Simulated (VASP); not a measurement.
Input of a VASP 6.6.1 run:

POSCAR

```
CdO
1.0
    0.0000000000      2.3337310685      2.3337310685
    2.3337310685      0.0000000000      2.3337310685
    2.3337310685      2.3337310685      0.0000000000
Cd O
1 1
Direct
    0.0000000000      0.0000000000      0.0000000000
    0.5000000000      0.5000000000      0.5000000000
```

The input INCAR.step1:

```
PREC = Accurate
ENCUT = 660
ISMEAR = 0
SIGMA = 0.01
LREAL = False
LASPH = True
NELM = 120
NBANDS = 16
GGA = PE
ALGO = Normal
EDIFF = 1E-5
LWAVE = True
LCHARG = False
GGA_COMPAT = False
```

Contents of INCAR.step2:

```
PREC = Accurate
ENCUT = 660
EDIFF = 1E-6
ISMEAR = 0
SIGMA = 0.01
LREAL = False
LASPH = True
NELM = 120
ALGO = Normal
ISIF = 2
LWAVE = False
LCHARG = False
METAGGA = R2SCAN
LMIXTAU = True
NBANDS = 16
ISTART = 1
GGA_COMPAT = False
```

KPOINTS

```
Automatic mesh
0
Gamma
  8 8 8
```

Potentials or basis: VASP PAW PBE potentials, release 64 (Cd, O).

The run is started by

```bash
$ cat potpaw_PBE.64/Cd/POTCAR potpaw_PBE.64/O/POTCAR > POTCAR
$ cp INCAR.step1 INCAR
$ mpirun -np 1 vasp_std > vasp.out
$ cp INCAR.step2 INCAR
$ mpirun -np 1 vasp_std > vasp.out
```

Question: Predict the pressure.

Answer: 5.6 GPa.

Question: Predict the band gap on the k mesh.

Answer: 0.12 eV (least direct gap 1.55 eV).

Caveat: the cell stands under pressure; the PAW data sets were made with another functional, which shifts forces and pressure a little. A k mesh can miss the band edges.
